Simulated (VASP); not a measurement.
Crystal: ReS.

```
Re S
1.0
     0.00000    2.48420    2.48420
     2.48420    0.00000    2.48420
     2.48420    2.48420    0.00000
Re S
1 1
Direct
  0.00000 0.00000 0.00000
  0.50000 0.50000 0.50000
```

Base run:

```yaml
Program: VASP 6.6.1
Functional: r2SCAN
Potentials_or_basis: VASP PAW PBE potentials, release 64 (Re, S)
Cutoff: 520 eV
k_mesh: 14 × 14 × 14
Occupations: gaussian, width 0.1 eV
Spin: no spin polarisation
```

Its results: pressure -6.4 GPa.

**Question.** The run is repeated on the same cell with these changes: spin from no spin polarisation to collinear spin; further incar settings from ALGO = Normal; EDIFF = 1e-07; NBANDS = 14 to ALGO = Normal; EDIFF = 1e-06; NBANDS = 18. What comes out?

**Answer.** Pressure 1.1 GPa; net moment 1.98 μB per cell; site moments Re +1.95; S +0.04 μB.

Caveats: the PAW data sets were made with another functional, which shifts forces and pressure a little; the cell stands under tension (at least some runs); an odd number of electrons without spin polarisation forces a metal (at least some runs); a magnetic or distorted state may lie lower (at least some runs).
